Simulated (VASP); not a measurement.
A run of VASP 6.6.1 is set up as follows.

File INCAR:

```
SYSTEM = LiMg5
PREC = Accurate
ENCUT = 520
EDIFF = 1E-6
ISMEAR = 0
SIGMA = 0.1
LREAL = .False.
LASPH = .True.
NELM = 100
ALGO = Normal
ISIF = 2
LWAVE = .False.
LCHARG = .True.
GGA = CA
LELF = .True.
LVHAR = .True.
NBANDS = 16
```

Contents of KPOINTS:

```
regular mesh
0
Gamma
  5 5 5
  0 0 0
```

The input POSCAR:

```
LiMg5
1.0
    5.4270002793      0.0000000000      0.0000000000
   -2.7135001396      4.6999202681      0.0000000000
    0.0000000000      0.0000000000      5.0273493134
Li Mg
1 5
Direct
    0.0000000000      0.0000000000      0.5000000000
    0.0000000000      0.6714210000      0.0000000000
    0.6714210000      0.0000000000      0.0000000000
    0.3285790000      0.3285790000      0.0000000000
    0.6666666667      0.3333333333      0.5000000000
    0.3333333333      0.6666666667      0.5000000000
```

Potentials or basis: VASP PAW LDA potentials, release 64 (Li_sv, Mg).

Launch:

```console
$ cat potpaw_LDA.64/Li_sv/POTCAR potpaw_LDA.64/Mg/POTCAR > POTCAR
$ mpirun -np 1 vasp_std > vasp.out
```

**Question.** What does it give for the band gap on the k mesh?

**Answer.** Zero (an odd number of electrons rules out a gap without spin polarisation).

**Question.** What does it give for the largest force?

**Answer.** 0.066 eV/Å.

Forces in eV/Å, atoms in the order of the input:
```
Li   0.000  0.000  0.000
Mg   0.033 -0.057  0.000
Mg  -0.066  0.000  0.000
Mg   0.033  0.057  0.000
Mg   0.000  0.000  0.000
Mg   0.000  0.000  0.000
```
